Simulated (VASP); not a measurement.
VH, 2 atoms in the cell. Symmetry: Fm-3m, No. 225, cubic system. Conventional cell: a = 3.928 Å, b = 3.928 Å, c = 3.928 Å, α = 90.00°, β = 90.00°, γ = 90.00°. V (site symmetry m-3m) has 6 H at 1.96 Å within 2.6 Å. H (site symmetry m-3m) has 6 V at 1.96 Å within 2.6 Å. 

| Item | Value |
| --- | --- |
| Program | VASP 6.6.1 |
| Task | single point |
| Functional | LDA |
| Potentials or basis | VASP PAW LDA potentials, release 64 (V_sv, H) |
| Cutoff | 500 eV |
| k mesh | 14 × 14 × 14 |
| Occupations | gaussian, width 0.1 eV |
| Spin | collinear spin, ferromagnetic start |
| Starting moments | [0.51, 0.03] μB |
| Fixed moment | 0.7 μB |
| Dipole correction | no |
| Further INCAR settings | ALGO = Normal; EDIFF = 1e-06; NBANDS = 18 |

Potentials or basis: VASP PAW LDA potentials, release 64 (V_sv, H).

Run with:

```bash
$ cat potpaw_LDA.64/V_sv/POTCAR potpaw_LDA.64/H/POTCAR > POTCAR
$ mpirun -np 1 vasp_std > vasp.out
```

Hardware: 1 thread of AMD EPYC 9R14 (Zen 4) (shared host).

Question: How long does it take, and how much memory?

Answer: It took 27 s on 1 thread of AMD EPYC 9R14 (Zen 4), on a shared host, peak memory 0.12 GiB. Counts: scf iterations 12, k points 104.
